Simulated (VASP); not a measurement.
# Re (Fm-3m) in VASP: single point with HSE06

Aim: the single point of Re with HSE06.

Program: VASP 6.6.1. These are calculated values, not measurements. Logs are shortened: lines on timing, memory, paths and dates and some standing lists are left out, and cuts for length are marked.

### 1 The cell of the first run

It takes space group Fm-3m (No. 225, cubic). The conventional cell has a = 3.818 Å, b = 3.818 Å, c = 3.818 Å, α = 90.00°, β = 90.00°, γ = 90.00°. Within 3.6 Å of Re (site symmetry m-3m) lie 12 Re at 2.70 Å.

This isn't the form of Re at room conditions, which is hcp.

### 2 Single point, HSE06 (13.91 Å³/atom)

POSCAR reads:

```
Re
1.0
    0.0000000000      1.9089852468      1.9089852468
    1.9089852468      0.0000000000      1.9089852468
    1.9089852468      1.9089852468      0.0000000000
Re
1
Direct
    0.0000000000      0.0000000000      0.0000000000
```

INCAR.step1 reads:

```
PREC     = Accurate       # precision mode
ENCUT    = 520            # plane-wave cutoff, eV
EDIFF    = 1E-5           # SCF threshold, eV
ISMEAR   = 0              # smearing method
SIGMA    = 0.05           # smearing width, eV
LREAL    = False          # projectors in reciprocal space
LASPH    = True           # aspherical terms in the spheres
NELM     = 80             # most SCF steps
ALGO     = Normal         # electronic algorithm
ISIF     = 2              # what is computed and relaxed
LWAVE    = True           # write WAVECAR
LCHARG   = False          # write CHGCAR
NBANDS   = 10             # bands
GGA      = PE             # functional
```

INCAR.step2 reads:

```
PREC     = Accurate       # precision mode
ENCUT    = 520            # plane-wave cutoff, eV
EDIFF    = 1E-6           # SCF threshold, eV
ISMEAR   = 0              # smearing method
SIGMA    = 0.05           # smearing width, eV
LREAL    = False          # projectors in reciprocal space
LASPH    = True           # aspherical terms in the spheres
NELM     = 80             # most SCF steps
ALGO     = Normal         # electronic algorithm
ISIF     = 2              # what is computed and relaxed
LWAVE    = False          # write WAVECAR
LCHARG   = False          # write CHGCAR
GGA      = PE             # functional
LHFCALC  = True           # exact exchange
HFSCREEN = 0.2079         # screening, 1/A
PRECFOCK = Normal       
NBANDS   = 10             # bands
ISTART   = 1
```

KPOINTS reads:

```
regular mesh
0
Gamma
  10 10 10
```

Potentials or basis: VASP PAW PBE potentials, release 64 (Re).

On the command line:

```
> cat potpaw_PBE.64/Re/POTCAR > POTCAR
> cp INCAR.step1 INCAR
> mpirun -np 1 vasp_std > vasp.out
> cp INCAR.step2 INCAR
> mpirun -np 1 vasp_std > vasp.out
```

OUTCAR:

```text
PREC = Accurate
   ENCUT = 520
   EDIFF = 1E-6
   ISMEAR = 0
   LREAL = False
   LASPH = True
   NELM = 80
   ISIF = 2
   GGA = PE
   LHFCALC = True
   HFSCREEN = 0.2079
   PRECFOCK = Normal
   ISTART = 1

 ion  position               nearest neighbor table
   1  0.000  0.000  0.000-

  LATTYP: Found a face centered cubic cell.
 ALAT       =     3.8179704936

  Lattice vectors:

 A1 = (   0.0000000000,   1.9089852468,   1.9089852468)
 A2 = (   1.9089852468,   0.0000000000,   1.9089852468)
 A3 = (   1.9089852468,   1.9089852468,   0.0000000000)

Analysis of symmetry for initial positions (statically):
=====================================================================
 Subroutine PRICEL returns:
 Original cell was already a primitive cell.

 Routine SETGRP: Setting up the symmetry group for a
 face centered cubic supercell.

 Subroutine GETGRP returns: Found 48 space group operations
 (whereof 48 operations were pure point group operations)
 out of a pool of 48 trial point group operations.

The static configuration has the point symmetry O_h .

Analysis of symmetry for dynamics (positions and initial velocities):
=====================================================================
 Subroutine PRICEL returns:
 Original cell was already a primitive cell.

 Routine SETGRP: Setting up the symmetry group for a
 face centered cubic supercell.

 Subroutine GETGRP returns: Found 48 space group operations
 (whereof 48 operations were pure point group operations)
 out of a pool of 48 trial point group operations.

The dynamic configuration has the point symmetry O_h .

 Subroutine INISYM returns: Found 48 space group operations
 (whereof 48 operations are pure point group operations),
 and found     1 'primitive' translations

----------------------------------------------------------------------------------------

                                     Primitive cell

  volume of cell :      13.9135

  direct lattice vectors                    reciprocal lattice vectors
     0.000000000  1.908985247  1.908985247    -0.261919258  0.261919258  0.261919258
     1.908985247  0.000000000  1.908985247     0.261919258 -0.261919258  0.261919258
     1.908985247  1.908985247  0.000000000     0.261919258  0.261919258 -0.261919258

  length of vectors
     2.699712826  2.699712826  2.699712826     0.453657463  0.453657463  0.453657463

  position of ions in fractional coordinates (direct lattice)
     0.000000000  0.000000000  0.000000000

  ion indices of the primitive-cell ions
   primitive index   ion index
                 1           1

----------------------------------------------------------------------------------------

 KPOINTS: regular mesh

Automatic generation of k-mesh.
 Grid dimensions read from file:
 generate k-points for:   10   10   10

 Generating k-lattice:

  Cartesian coordinates                     Fractional coordinates (reciprocal lattice)
    -0.026191926  0.026191926  0.026191926     0.100000000  0.000000000  0.000000000
     0.026191926 -0.026191926  0.026191926     0.000000000  0.100000000  0.000000000
     0.026191926  0.026191926 -0.026191926     0.000000000  0.000000000  0.100000000

  Length of vectors
     0.045365746  0.045365746  0.045365746

  Shift w.r.t. Gamma in fractional coordinates (k-lattice)
     0.000000000  0.000000000  0.000000000

 Subroutine IBZKPT returns following result:
 ===========================================

 Found     47 irreducible k-points:

 Following reciprocal coordinates:
            Coordinates               Weight
  0.000000  0.000000  0.000000      1.000000
  0.100000  0.000000  0.000000      8.000000
  0.200000  0.000000  0.000000      8.000000
  0.300000  0.000000  0.000000      8.000000
  0.400000  0.000000  0.000000      8.000000
  0.500000  0.000000  0.000000      4.000000
[... 16 lines left out ...]
  0.300000  0.300000  0.000000      6.000000
  0.400000  0.300000  0.000000     24.000000
 [... further k-points ...]
   k-points           NKPTS =     47   k-points in BZ     NKDIM =   1000   number of bands    NBANDS=     10
   number of dos      NEDOS =    301   number of ions     NIONS =      1
   total plane-waves  NPLWV =   8000
   dimension x,y,z NGX =    20 NGY =   20 NGZ =   20
   dimension x,y,z NGXF=    40 NGYF=   40 NGZF=   40
   ions per type =               1
   NGX,Y,Z   is equivalent  to a cutoff of  12.32, 12.32, 12.32 a.u.
   NGXF,Y,Z  is equivalent  to a cutoff of  24.63, 24.63, 24.63 a.u.
 SYSTEM =  unknown system
   PREC   = accura    normal or accurate (medium, high low for compatibility)
   ISTART =      1    job   : 0-new  1-cont  2-samecut
   ICHARG =      0    charge: 1-file 2-atom 10-const
   ISPIN  =      1    spin polarized calculation?
   LNONCOLLINEAR =      F non collinear calculations
   LSORBIT =      F    spin-orbit coupling
   LASPH  =      T    aspherical Exc in radial PAW
   ENCUT  =  520.0 eV  38.22 Ry    6.18 a.u.   5.02  5.02  5.02*2*pi/ulx,y,z
   NELM   =     80;   NELMIN=  2; NELMDL=  0     # of ELM steps
   EDIFF  = 0.1E-05   stopping-criterion for ELM
   LREAL  =      F    real-space projection
   EDIFFG = 0.1E-04   stopping-criterion for IOM
   NSW    =      0    number of steps for IOM
   IBRION =     -1    ionic relax: 0-MD 1-quasi-New 2-CG
   NFREE  =      0    steps in history (QN), initial steepest desc. (CG)
   ISIF   =      2    stress and relaxation
   ISYM   =      3    0-nonsym 1-usesym 2-fastsym
   POTIM  = 0.5000    time-step for ionic-motion
   TEBEG  =    0.0;   TEEND  =   0.0 temperature during run
   PSTRESS=    0.0 pullay stress
   NELECT =       7.0000    total number of electrons
   NUPDOWN=      -1.0000    fix difference up-down
   EMIN   =  10.00;   EMAX   =-10.00  energy-range for DOS
   EFERMI =   0.00;   METHOD = LEGACY
   ISMEAR =     0;   SIGMA  =   0.05  broadening in eV -4-tet -1-fermi 0-gaus
   EFERMI_NEDOS =   21; number of points for ismear=-14 and -15
   IALGO  =     38    algorithm
   IMIX   =      1    mixing-type and parameters
     AMIX     =   0.40;   BMIX     =  1.00
     AMIX_MAG =   1.60;   BMIX_MAG =  1.00
  volume/ion in A,a.u.               =      13.91        93.89
  Fermi-wavevector in a.u.,A,eV,Ry     =   1.302052  2.460521 23.066487  1.695339
  Thomas-Fermi vector in A             =   2.433145
   LORBIT       =      0    0 simple, 1 ext, 2 COOP (PROOUT), +10 PAW based schemes
   GGA     = PE    functional components
   LHFCALC =     T    Hartree Fock is set to
   PRECFOCK=normal    Normal, Fast or Accurate (Low or Medium for compatibility)
   ENCUT4O =  -1.0   cutoff for four orbital integrals eV
   NKREDX  =     1    reduce k-point grid by
   NKREDY  =     1    reduce k-point grid by
   NKREDZ  =     1    reduce k-point grid by
   AEXX    =    0.2500 exact exchange contribution
   HFSCREEN=    0.2079 screening length (either q_TF or 0.3 A-1)
   HFSCREENC=   0.2079 screening length for correlation (either q_TF or 0.3 A-1)
   ENCUTFOCK=  -1.0 apply spherical cutoff to Coloumb kernel
   IVDW    =     0    specifies the selected vdW correction
   LEPSILON=     F    determine dielectric tensor
   LRPA    =     F    only Hartree local field effects (RPA)
 non-spin polarized calculation
 Gauss-broadening in eV      SIGMA  =   0.05
  energy-cutoff  :      520.00
  volume of cell :       13.91
 maximum number of plane-waves:       388
  NGX = 16; NGY = 16; NGZ = 16

 number of electron       7.0000000 magnetization

 Free energy of the ion-electron system (eV)
  ---------------------------------------------------
  ext. energy  EPLUGINS =         0.00000000
  ---------------------------------------------------
  free energy    TOTEN  =       -14.39984366 eV

  energy without entropy =      -14.39806736  energy(sigma->0) =      -14.39895551

 E-fermi :   8.7713     XC(G=0): -11.4083

 val. band max:        8.6252881817   @ k =   0.5000   0.0000   0.0000
 cond. band min:       8.7824190248   @ k =   0.3000   0.2000   0.1000
 fundamental gap:      0.1571308431
 Fermi energy:         8.7712584530

 k-point     1 :       0.0000    0.0000    0.0000
  band No.  band energies     occupation
      1      -3.1994      2.00000
      2       6.0183      2.00000
      3       6.0183      2.00000
      4       6.0183      2.00000
      5      10.4811      0.00000
      6      10.4811      0.00000
      7      23.6145      0.00000
      8      29.8758      0.00000
      9      29.8758      0.00000
     10      29.8758      0.00000

 k-point     2 :       0.1000    0.0000    0.0000
  band No.  band energies     occupation
      1      -2.6611      2.00000
      2       5.6666      2.00000
      3       6.2863      2.00000
      4       6.2863      2.00000
      5      10.2595      0.00000
      6      10.2595      0.00000
      7      24.6013      0.00000
      8      27.8817      0.00000
      9      30.8260      0.00000
     10      30.8260      0.00000

 k-point     3 :       0.2000    0.0000    0.0000
  band No.  band energies     occupation
      1      -1.2970      2.00000
      2       5.1040      2.00000
      3       6.7064      2.00000
      4       6.7064      2.00000
      5      10.1574      0.00000
      6      10.1574      0.00000
      7      24.8428      0.00000
      8      27.4248      0.00000
      9      33.3954      0.00000
     10      33.3954      0.00000

 k-point     4 :       0.3000    0.0000    0.0000
  band No.  band energies     occupation
      1      -0.0378      2.00000
      2       5.5066      2.00000
      3       6.5248      2.00000
      4       6.5248      2.00000
      5      11.1405      0.00000
      6      11.1405      0.00000
      7      22.8511      0.00000
      8      27.7826      0.00000
      9      35.5381      0.00000
     10      35.8034      0.00000

 k-point     5 :       0.4000    0.0000    0.0000
  band No.  band energies     occupation
      1       0.2819      2.00000
      2       6.0839      2.00000
      3       6.0839      2.00000
      4       7.3713      2.00000
      5      12.6594      0.00000
      6      12.6594      0.00000
      7      21.3571      0.00000
      8      24.5835      0.00000
      9      32.2576      0.00000
     10      32.2576      0.00000

 k-point     6 :       0.5000    0.0000    0.0000
  band No.  band energies     occupation
      1       0.2612      2.00000
      2       5.8948      2.00000
      3       5.8948      2.00000
      4       8.6253      1.99996
      5      13.4119      0.00000
      6      13.4119      0.00000
      7      20.5394      0.00000
      8      23.0876      0.00000
      9      30.7978      0.00000
     10      30.7978      0.00000
[... 183 lines left out ...]
 k-point    21 :      -0.3000    0.2000    0.0000
  band No.  band energies     occupation
      1       2.0957      2.00000
      2       4.8422      2.00000
      3       5.0564      2.00000
      4       7.7778      2.00000
      5      10.4164      0.00000
      6      15.5005      0.00000
      7      22.8684      0.00000
      8      27.3363      0.00000
      9      28.3319      0.00000
     10      34.2322      0.00000

 k-point    22 :      -0.2000    0.2000    0.0000
  band No.  band energies     occupation
      1       1.2263      2.00000
      2       4.2286      2.00000
      3       5.8327      2.00000
      4       8.2580      2.00000
      5       8.5757      2.00000
      6      13.6578      0.00000
      7      24.9209      0.00000
      8      29.3741      0.00000
      9      29.6351      0.00000
     10      31.0637      0.00000

 k-point    23 :       0.3000    0.3000    0.0000
  band No.  band energies     occupation
      1       0.8982      2.00000
      2       2.4798      2.00000
      3       7.3400      2.00000
      4      10.1302      0.00000
      5      10.1302      0.00000
      6      12.3020      0.00000
      7      28.2722      0.00000
      8      28.2722      0.00000
      9      29.2423      0.00000
     10      33.0157      0.00000

 k-point    24 :       0.4000    0.3000    0.0000
  band No.  band energies     occupation
      1       1.1890      2.00000
      2       2.1836      2.00000
      3       7.3997      2.00000
      4      10.5490      0.00000
      5      12.5049      0.00000
      6      13.2688      0.00000
      7      24.6268      0.00000
      8      26.7343      0.00000
      9      28.5687      0.00000
     10      33.0994      0.00000

 [... further k-points ...]

------------------------ aborting loop because EDIFF is reached ----------------------------------------

  FORCE on cell =-STRESS in cart. coord.  units (eV):
  Direction    XX          YY          ZZ          XY          YZ          ZX
  --------------------------------------------------------------------------------------
  -------------------------------------------------------------------------------------
  Total        1.4424825      1.4424825      1.4424825      0.0000000      0.0000000      0.0000000
  in kB      166.1052785    166.1052785    166.1052785      0.0000000      0.0000000      0.0000000
  external PRESSURE =     166.1052785 kB  Pullay stress =       0.0000000 kB

 VOLUME and BASIS-vectors are now :
 -----------------------------------------------------------------------------
  energy-cutoff  :      520.00
  volume of cell :       13.91
      direct lattice vectors                 reciprocal lattice vectors
     0.000000000  1.908985247  1.908985247    -0.261919258  0.261919258  0.261919258
     1.908985247  0.000000000  1.908985247     0.261919258 -0.261919258  0.261919258
     1.908985247  1.908985247  0.000000000     0.261919258  0.261919258 -0.261919258

 POSITION                                       TOTAL-FORCE (eV/Angst)
 -----------------------------------------------------------------------------------
      0.00000      0.00000      0.00000         0.000000      0.000000     -0.000000
 -----------------------------------------------------------------------------------
    total drift:                                0.000001      0.000001      0.000001

  FREE ENERGIE OF THE ION-ELECTRON SYSTEM (eV)
  ---------------------------------------------------
  free  energy   TOTEN  =       -14.3998436576 eV

  energy  without entropy=      -14.3980673611  energy(sigma->0) =      -14.39895551
```

It took 39 min on 1 thread of Intel Xeon Platinum 8559C (Emerald Rapids), shared host; peak memory 0.25 GiB.

Results:

* Free energy: -14.3998 eV
* Pressure: 16.6 GPa
* Band gap on the k mesh: zero (an odd number of electrons rules out a gap without spin polarisation)

Caveat: the cell stands under pressure; the PAW data sets were made with another functional, which shifts forces and pressure a little; spin-orbit coupling is left out, which moves the levels of the heavy elements.

The gap in the log of VASP goes by the Fermi energy; the results here count the filled bands.